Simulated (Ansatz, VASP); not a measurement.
Given: the input of a run of Ansatz 0.2.0 on Si2Ni.

Contents of input.yaml:

```yaml
crystal:
  lattice:
    - [0.0, 2.703, 2.703]
    - [2.703, 0.0, 2.703]
    - [2.703, 2.703, 0.0]
  atoms:
    - { symbol: Ni, position: [0.0, 0.0, 0.0], spin: 1.0 }
    - { symbol: Si, position: [0.75, 0.75, 0.75] }
    - { symbol: Si, position: [0.25, 0.25, 0.25] }
hamiltonian:
  xc: pbe
  pseudopotentials: { kind: paw }
magnetization:
  spin_polarized: true
kpoints:
  mp_grid: { grid: [9, 9, 9] }
scf:
  occupations: { method: gaussian, width: 0.012 }
output:
  forces: true
  stress: true
  eigenvalues: true
```

Potentials or basis: Ansatz PAW.

Command:

```bash
$ ansatz run input.yaml --threads 2 --pin off --max-ram 5632MiB --backend cpu --events-out ev --progress --plain --runs-dir out
```

Problem. Translate it to VASP 6.6.1. Potentials there: VASP PAW PBE potentials, release 64 (Ni, Si).

Solution. As run (the cutoff follows the program's own potentials):

The input INCAR:

```
  PREC = Accurate
  ENCUT = 520
  EDIFF = 1E-6
  ISMEAR = 0
  SIGMA = 0.012
  LREAL = False
  LASPH = True
  NELM = 150
  ALGO = Normal
  ISIF = 2
  LWAVE = False
  LCHARG = False
  ISPIN = 2
  MAGMOM = 1 0 0
  LORBIT = 11
  LMAXMIX = 4
  GGA = PE
  NBANDS = 20
```

KPOINTS

```
Automatic mesh
0
Gamma
  9 9 9
```

The input POSCAR:

```
Si2Ni
1.0
    0.0000000000      2.7030000000      2.7030000000
    2.7030000000      0.0000000000      2.7030000000
    2.7030000000      2.7030000000      0.0000000000
Ni Si
1 2
Direct
    0.0000000000      0.0000000000      0.0000000000
    0.7500000000      0.7500000000      0.7500000000
    0.2500000000      0.2500000000      0.2500000000
```

Potentials or basis: VASP PAW PBE potentials, release 64 (Ni, Si).

Run with:

```sh
$ cat potpaw_PBE.64/Ni/POTCAR potpaw_PBE.64/Si/POTCAR > POTCAR
$ mpirun -np 1 vasp_std > vasp.out
```

Both were run:

|  | VASP | Ansatz | Ansatz less VASP |
| --- | --- | --- | --- |
| gap on the k mesh at the Fermi level (eV) | none | none | - |
| pressure (GPa) | 3.8 | 4.0 | +0.15 |
| net moment per atom (μB) | 0.00 | 0.00 | 0.000 |

A gap of «none» marks a metal or a gap that the smearing closes. The functional is the same, so the differences come from potentials, cutoffs and numerics. VASP's potentials hold 18 valence electrons a cell and Ansatz's 26, so a difference there can come from the potentials and not from the codes.
